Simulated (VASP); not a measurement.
# Tb (Im-3m) in VASP: a series of runs

The runs below take Tb through single point, with revPBE+D3(BJ).

Program: VASP 6.6.1. These are calculated values, not measurements. Logs are shortened: lines on timing, memory, paths and dates and some standing lists are left out, and cuts for length are marked.

### 1 The cell of the first run

It takes space group Im-3m (No. 229, cubic). Conventional cell: a = 4.073 Å, b = 4.073 Å, c = 4.073 Å, α = 90.00°, β = 90.00°, γ = 90.00°. Tb (site symmetry m-3m) has 14 Tb at 3.53 to 4.07 Å within 4.6 Å.

### 2 Single point, revPBE+D3(BJ), collinear spin, ferromagnetic start

INCAR reads:

```
SYSTEM = Tb
PREC = Accurate ; ENCUT = 520
EDIFF = 1E-6 ; ISMEAR = -5
SIGMA = 0.05 ; LREAL = .False.
LASPH = .True. ; NELM = 150
ALGO = Normal ; ISIF = 2
LWAVE = .False. ; LCHARG = .False.
ISPIN = 2 ; MAGMOM = 6
LORBIT = 11 ; LMAXMIX = 6
GGA = RE ; IVDW = 12
NBANDS = 14
```

KPOINTS reads:

```
regular mesh
0
Gamma
  9 9 9
  0 0 0
```

POSCAR reads:

```
Tb
1.0
   -2.0364504017      2.0364504017      2.0364504017
    2.0364504017     -2.0364504017      2.0364504017
    2.0364504017      2.0364504017     -2.0364504017
Tb
1
Direct
    0.0000000000      0.0000000000      0.0000000000
```

Potentials or basis: VASP PAW PBE potentials, release 64 (Tb_3), 4f in core.

Started as:

```bash
$ cat potpaw_PBE.64/Tb_3/POTCAR > POTCAR
$ mpirun -np 1 vasp_std > vasp.out
```

OUTCAR:

```text
SYSTEM = Tb
   PREC = Accurate
   ENCUT = 520
   EDIFF = 1E-6
   ISMEAR = -5
   LREAL = .False.
   LASPH = .True.
   NELM = 150
   ISIF = 2
   ISPIN = 2
   LORBIT = 11
   GGA = RE
   IVDW = 12
 IVDW          = 12

 ion  position               nearest neighbor table
   1  0.000  0.000  0.000-

  LATTYP: Found a body centered cubic cell.
 ALAT       =     4.0729008034

  Lattice vectors:

 A1 = (  -2.0364504017,   2.0364504017,   2.0364504017)
 A2 = (   2.0364504017,  -2.0364504017,   2.0364504017)
 A3 = (   2.0364504017,   2.0364504017,  -2.0364504017)

Analysis of symmetry for initial positions (statically):
=====================================================================
 Subroutine PRICEL returns:
 Original cell was already a primitive cell.

 Routine SETGRP: Setting up the symmetry group for a
 body centered cubic supercell.

 Subroutine GETGRP returns: Found 48 space group operations
 (whereof 48 operations were pure point group operations)
 out of a pool of 48 trial point group operations.

The static configuration has the point symmetry O_h .

Analysis of symmetry for dynamics (positions and initial velocities):
=====================================================================
 Subroutine PRICEL returns:
 Original cell was already a primitive cell.

 Routine SETGRP: Setting up the symmetry group for a
 body centered cubic supercell.

 Subroutine GETGRP returns: Found 48 space group operations
 (whereof 48 operations were pure point group operations)
 out of a pool of 48 trial point group operations.

The dynamic configuration has the point symmetry O_h .

Analysis of structural, dynamic, and magnetic symmetry:
=====================================================================
 Subroutine PRICEL returns:
 Original cell was already a primitive cell.

 Routine SETGRP: Setting up the symmetry group for a
 body centered cubic supercell.

 Subroutine GETGRP returns: Found 48 space group operations
 (whereof 48 operations were pure point group operations)
 out of a pool of 48 trial point group operations.

The overall configuration has the point symmetry O_h .

 Subroutine INISYM returns: Found 48 space group operations
 (whereof 48 operations are pure point group operations),
 and found     1 'primitive' translations

----------------------------------------------------------------------------------------

                                     Primitive cell

  volume of cell :      33.7817

  direct lattice vectors                    reciprocal lattice vectors
    -2.036450402  2.036450402  2.036450402     0.000000000  0.245525253  0.245525253
     2.036450402 -2.036450402  2.036450402     0.245525253  0.000000000  0.245525253
     2.036450402  2.036450402 -2.036450402     0.245525253  0.245525253  0.000000000

  length of vectors
     3.527235563  3.527235563  3.527235563     0.347225143  0.347225143  0.347225143

  position of ions in fractional coordinates (direct lattice)
     0.000000000  0.000000000  0.000000000

  ion indices of the primitive-cell ions
   primitive index   ion index
                 1           1

----------------------------------------------------------------------------------------

 KPOINTS: regular mesh

Automatic generation of k-mesh.
 Grid dimensions read from file:
 generate k-points for:    9    9    9

 Generating k-lattice:

  Cartesian coordinates                     Fractional coordinates (reciprocal lattice)
     0.000000000  0.027280584  0.027280584     0.111111111  0.000000000  0.000000000
     0.027280584  0.000000000  0.027280584     0.000000000  0.111111111  0.000000000
     0.027280584  0.027280584  0.000000000     0.000000000  0.000000000  0.111111111

  Length of vectors
     0.038580571  0.038580571  0.038580571

  Shift w.r.t. Gamma in fractional coordinates (k-lattice)
     0.000000000  0.000000000  0.000000000

 TETIRR: Found    774 inequivalent tetrahedra from     4374

 Subroutine IBZKPT returns following result:
 ===========================================

 Found     35 irreducible k-points:

 Following reciprocal coordinates:
            Coordinates               Weight
  0.000000  0.000000  0.000000      1.000000
  0.111111  0.000000  0.000000     12.000000
  0.222222  0.000000  0.000000     12.000000
  0.333333  0.000000  0.000000     12.000000
  0.444444  0.000000  0.000000     12.000000
  0.111111  0.111111  0.000000     24.000000
[... 16 lines left out ...]
 -0.333333  0.444444  0.111111     48.000000
 -0.444444 -0.444444  0.111111     24.000000
 [... further k-points ...]
   k-points           NKPTS =     35   k-points in BZ     NKDIM =     35   number of bands    NBANDS=     14
   number of dos      NEDOS =    301   number of ions     NIONS =      1
   total plane-waves  NPLWV =  21952
   dimension x,y,z NGX =    28 NGY =   28 NGZ =   28
   dimension x,y,z NGXF=    56 NGYF=   56 NGZF=   56
   ions per type =               1
   NGX,Y,Z   is equivalent  to a cutoff of  13.20, 13.20, 13.20 a.u.
   NGXF,Y,Z  is equivalent  to a cutoff of  26.39, 26.39, 26.39 a.u.
 SYSTEM =  Tb
   PREC   = accura    normal or accurate (medium, high low for compatibility)
   ISTART =      0    job   : 0-new  1-cont  2-samecut
   ICHARG =      2    charge: 1-file 2-atom 10-const
   ISPIN  =      2    spin polarized calculation?
   LNONCOLLINEAR =      F non collinear calculations
   LSORBIT =      F    spin-orbit coupling
   LASPH  =      T    aspherical Exc in radial PAW
   ENCUT  =  520.0 eV  38.22 Ry    6.18 a.u.   6.56  6.56  6.56*2*pi/ulx,y,z
   NELM   =    150;   NELMIN=  2; NELMDL= -5     # of ELM steps
   EDIFF  = 0.1E-05   stopping-criterion for ELM
   LREAL  =      F    real-space projection
   EDIFFG = 0.1E-04   stopping-criterion for IOM
   NSW    =      0    number of steps for IOM
   IBRION =     -1    ionic relax: 0-MD 1-quasi-New 2-CG
   NFREE  =      0    steps in history (QN), initial steepest desc. (CG)
   ISIF   =      2    stress and relaxation
   ISYM   =      2    0-nonsym 1-usesym 2-fastsym
   POTIM  = 0.5000    time-step for ionic-motion
   TEBEG  =    0.0;   TEEND  =   0.0 temperature during run
   PSTRESS=    0.0 pullay stress
   NELECT =       9.0000    total number of electrons
   NUPDOWN=      -1.0000    fix difference up-down
   EMIN   =  10.00;   EMAX   =-10.00  energy-range for DOS
   EFERMI =   0.00;   METHOD = LEGACY
   ISMEAR =    -5;   SIGMA  =   0.05  broadening in eV -4-tet -1-fermi 0-gaus
   EFERMI_NEDOS =   21; number of points for ismear=-14 and -15
   IALGO  =     38    algorithm
   IMIX   =      4    mixing-type and parameters
     AMIX     =   0.40;   BMIX     =  1.00
     AMIX_MAG =   1.60;   BMIX_MAG =  1.00
  volume/ion in A,a.u.               =      33.78       227.97
  Fermi-wavevector in a.u.,A,eV,Ry     =   1.053404  1.990646 15.097855  1.109661
  Thomas-Fermi vector in A             =   2.188525
   LORBIT       =     11    0 simple, 1 ext, 2 COOP (PROOUT), +10 PAW based schemes
   GGA     = RE    functional components
   LHFCALC =     F    Hartree Fock is set to
   AEXX    =    0.0000 exact exchange contribution
   IVDW    =    12    specifies the selected vdW correction
   LEPSILON=     F    determine dielectric tensor
   LRPA    =     F    only Hartree local field effects (RPA)
 spin polarized calculation
 Fermi weights with tetrahedron method with Bloechl corrections
  energy-cutoff  :      520.00
  volume of cell :       33.78
 maximum number of plane-waves:       935
 NGX is ok and might be reduce to    28
   NGX = 13   NGY = 13   NGZ = 13

 number of electron       9.0000000 magnetization       0.5525936

 Free energy of the ion-electron system (eV)
  ---------------------------------------------------
  ext. energy  EPLUGINS =         0.00000000
  ---------------------------------------------------
  free energy    TOTEN  =        -4.14375703 eV

  energy without entropy =       -4.14375703  energy(sigma->0) =       -4.14375703

 E-fermi :   3.2120     XC(G=0):  -9.5385

 val. band max:        3.2114734247   @ k =   0.2222   0.2222   0.2222
 cond. band min:       3.1274558123   @ k =   0.2222   0.1111   0.1111
 fundamental gap:     -0.0840176124
 Fermi energy:         3.2120477377

 spin component 1

 k-point     1 :       0.0000    0.0000    0.0000
  band No.  band energies     occupation
      1     -19.4469      1.00000
      2     -19.4469      1.00000
      3     -19.4469      1.00000
      4      -2.0028      1.00000
      5       4.6527      0.00000
      6       4.6527      0.00000
      7       4.6527      0.00000
      8       6.8166      0.00000
      9       6.8166      0.00000
     10      13.1303      0.00000
     11      13.1303      0.00000
     12      13.1303      0.00000
     13      13.7512      0.00000
     14      20.6343      0.00000
[... 375 lines left out ...]
 k-point    24 :      -0.4444   -0.4444    0.1111
  band No.  band energies     occupation
      1     -19.9970      1.00000
      2     -19.7389      1.00000
      3     -19.5448      1.00000
      4       1.6153      1.00000
      5       3.0786      0.97189
      6       3.4699     -0.00829
      7       5.7135      0.00000
      8       7.8199      0.00000
      9       9.7769      0.00000
     10      10.5943      0.00000
     11      12.9630      0.00000
     12      13.7517      0.00000
     13      14.1572      0.00000
     14      17.2110      0.00000

 [... further k-points ...]

 spin component 2

 k-point     1 :       0.0000    0.0000    0.0000
  band No.  band energies     occupation
      1     -19.3053      1.00000
      2     -19.3053      1.00000
      3     -19.3053      1.00000
      4      -1.5280      1.00000
      5       5.0584      0.00000
      6       5.0584      0.00000
      7       5.0584      0.00000
      8       7.0058      0.00000
      9       7.0058      0.00000
     10      13.6442      0.00000
     11      13.6442      0.00000
     12      13.6442      0.00000
     13      13.8720      0.00000
     14      20.9887      0.00000
[... 375 lines left out ...]
 k-point    24 :      -0.4444   -0.4444    0.1111
  band No.  band energies     occupation
      1     -19.8359      1.00000
      2     -19.5865      1.00000
      3     -19.3997      1.00000
      4       2.0266      1.00000
      5       3.4642      0.13027
      6       3.8898      0.00000
      7       6.0529      0.00000
      8       8.1336      0.00000
      9      10.0569      0.00000
     10      10.9307      0.00000
     11      13.3450      0.00000
     12      13.8728      0.00000
     13      14.5862      0.00000
     14      17.6344      0.00000

 [... further k-points ...]

------------------------ aborting loop because EDIFF is reached ----------------------------------------

 Edisp (eV)   -0.57276

 E8    (eV) :    -0.4405

  FORCE on cell =-STRESS in cart. coord.  units (eV):
  Direction    XX          YY          ZZ          XY          YZ          ZX
  --------------------------------------------------------------------------------------
  -------------------------------------------------------------------------------------
  Total      -0.65430    -0.65430    -0.65430     0.00000     0.00000    -0.00000
  in kB     -31.03163   -31.03163   -31.03163     0.00000     0.00000    -0.00000
  external pressure =      -31.03 kB  Pullay stress =        0.00 kB

 VOLUME and BASIS-vectors are now :
 -----------------------------------------------------------------------------
  energy-cutoff  :      520.00
  volume of cell :       33.78
      direct lattice vectors                 reciprocal lattice vectors
    -2.036450402  2.036450402  2.036450402     0.000000000  0.245525253  0.245525253
     2.036450402 -2.036450402  2.036450402     0.245525253  0.000000000  0.245525253
     2.036450402  2.036450402 -2.036450402     0.245525253  0.245525253  0.000000000

 POSITION                                       TOTAL-FORCE (eV/Angst)
 -----------------------------------------------------------------------------------
      0.00000      0.00000      0.00000        -0.000000      0.000000     -0.000000
 -----------------------------------------------------------------------------------
    total drift:                               -0.000000     -0.000000     -0.000000

  FREE ENERGIE OF THE ION-ELECTRON SYSTEM (eV)
  ---------------------------------------------------
  free  energy   TOTEN  =        -4.7165215657 eV

  energy  without entropy=       -4.7165215657  energy(sigma->0) =       -4.71652157

 total charge

# of ion       s       p       d       tot
------------------------------------------
    1        0.382   6.284   1.051   7.717

 magnetization (x)

# of ion       s       p       d       tot
------------------------------------------
    1        0.002   0.086   0.288   0.375
```

It took 28 s on 1 thread of Intel Xeon Platinum 8488C (Sapphire Rapids), shared host; peak memory 0.2 GiB.

Results:

```
Free energy                                           : -4.7165 eV
Pressure                                              : -3.1 GPa
Net moment                                            : 0.55 μB per cell
Site moments                                          : Tb +0.38 μB
Valence electrons inside the program's atomic spheres : Tb 7.72
Dispersion energy per atom                            : -0.573 eV
```

Levels at points of the mesh, in eV from the Fermi level:
Spin up:
| k point | band 3 | band 4 | band 5 | band 6 | band 7 | band 8 |
| --- | --- | --- | --- | --- | --- | --- |
| (0.00, 0.00, 0.00) | -22.66 | -5.21 | 1.44 | 1.44 | 1.44 | 3.60 |
Spin down:
| k point | band 1 | band 2 | band 3 | band 4 | band 5 | band 6 | band 7 | band 8 |
| --- | --- | --- | --- | --- | --- | --- | --- | --- |
| (0.00, 0.00, 0.00) | -22.52 | -22.52 | -22.52 | -4.74 | 1.85 | 1.85 | 1.85 | 3.79 |

Caveat: the magnetic or orbital state may not be the lowest; the PAW data sets were made with another functional, which shifts forces and pressure a little; spin-orbit coupling is left out, which moves the levels of the heavy elements; the 4f electrons are frozen in the core, so they carry no moment and show no levels; pairwise dispersion overbinds metals, which lowers pressure and volume; tetrahedron occupations give inexact forces and stress in metals. The state reached can hang on the start; a lower one may exist.

### 3 Single point, revPBE+D3(BJ), collinear spin, ferromagnetic start

This run uses another cell than the first one, of 34.43 Å³/atom, 1.019 times its volume.

INCAR reads:

```
SYSTEM = Tb
ALGO = Normal ; EDIFF = 1E-6
ENCUT = 520 ; GGA = RE
ISIF = 2 ; ISMEAR = -5
ISPIN = 2 ; IVDW = 12
LASPH = .True. ; LCHARG = .True.
LELF = .True. ; LMAXMIX = 6
LORBIT = 11 ; LREAL = .False.
LVHAR = .True. ; LWAVE = .False.
MAGMOM = 6 ; NBANDS = 14
NELM = 150 ; PREC = Accurate
SIGMA = 0.05
```

KPOINTS reads:

```
k-points
0
Gamma
  9 9 9
  0 0 0
```

POSCAR reads:

```
Tb
1.0
   -2.0494217731      2.0494217731      2.0494217731
    2.0494217731     -2.0494217731      2.0494217731
    2.0494217731      2.0494217731     -2.0494217731
Tb
1
Direct
    0.0000000000      0.0000000000      0.0000000000
```

Potentials or basis: VASP PAW PBE potentials, release 64 (Tb_3), 4f in core.

Started as:

```bash
$ cat potpaw_PBE.64/Tb_3/POTCAR > POTCAR
$ mpirun -np 1 vasp_std > vasp.out
```

Run time: 28 s. Hardware: 1 thread of Intel Xeon Platinum 8488C (Sapphire Rapids), shared host; peak memory 0.2 GiB.

Results (log left out):

```yaml
Free_energy: -4.7028 eV
Pressure: -3.6 GPa
Net_moment: 0.56 μB per cell
Site_moments: Tb +0.38 μB
Valence_electrons_inside_the_program's_atomic_spheres: Tb 7.69
Dispersion_energy_per_atom: -0.561 eV
```

Levels at points of the mesh, in eV from the Fermi level:
Spin up:
| k point | band 3 | band 4 | band 5 | band 6 | band 7 | band 8 |
| --- | --- | --- | --- | --- | --- | --- |
| (0.00, 0.00, 0.00) | -22.72 | -5.18 | 1.42 | 1.42 | 1.42 | 3.54 |
Spin down:
```
           k point  band 1  band 2  band 3  band 4  band 5  band 6  band 7  band 8  band 9
(0.00, 0.00, 0.00)  -22.58  -22.58  -22.58   -4.70    1.82    1.82    1.82    3.74    3.74
```

Caveat: the magnetic or orbital state may not be the lowest; the PAW data sets were made with another functional, which shifts forces and pressure a little; spin-orbit coupling is left out, which moves the levels of the heavy elements; the 4f electrons are frozen in the core, so they carry no moment and show no levels; pairwise dispersion overbinds metals, which lowers pressure and volume; tetrahedron occupations give inexact forces and stress in metals. The state reached can hang on the start; a lower one may exist.
